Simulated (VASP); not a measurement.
Set up this calculation in VASP 6.6.1, as the native input.

* Task: single point
* Functional: LDA
* Potentials or basis: VASP PAW LDA potentials, release 64 (Si)
* Cutoff: 520 eV
* k mesh: 5 × 5 × 5
* Occupations: fermi-dirac, width 0.1 eV
* Spin: no spin polarisation
* Dipole correction: no
* Further INCAR settings: ALGO = Normal; EDIFF = 1e-06; NBANDS = 21

The structure of Si lies in POSCAR:

```
Si
1.0
   -3.3360830000      3.3360830000      3.3360830000
    3.3360830000     -3.3360830000      3.3360830000
    3.3360830000      3.3360830000     -3.3360830000
Si
6
Direct
    0.7500000000      0.2500000000      0.5000000000
    0.7500000000      0.4970024727      0.2470024727
    0.5000000000      0.2500000000      0.7500000000
    0.2500000000      0.5000000000      0.7500000000
    0.2500000000      0.7500000000      0.5000000000
    0.5000000000      0.7500000000      0.2500000000
```

The input as run:

INCAR

```
SYSTEM = Si
PREC = Accurate
ENCUT = 520
EDIFF = 1E-6
ISMEAR = -1
SIGMA = 0.1
LREAL = .False.
LASPH = .True.
NELM = 80
ALGO = Normal
ISIF = 2
LWAVE = .False.
LCHARG = .True.
LELF = .True.
LVHAR = .True.
NBANDS = 21
```

KPOINTS

```
Automatic mesh
0
Gamma
  5 5 5
  0 0 0
```

Potentials or basis: VASP PAW LDA potentials, release 64 (Si).

Launch:

```console
$ cat potpaw_LDA.64/Si/POTCAR > POTCAR
$ mpirun -np 1 vasp_std > vasp.out
```

Results of the run:

```yaml
Pressure: -0.7 GPa
Largest_force: 0.193 eV/Å
Band_gap_on_the_k_mesh: 0.20 eV, direct
```

It took 2.2 min on 1 thread of Intel(R) Xeon(R) Platinum 8259CL CPU @ 2.50GHz (Skylake/Cascade Lake) (shared host), peak memory 0.28 GiB.
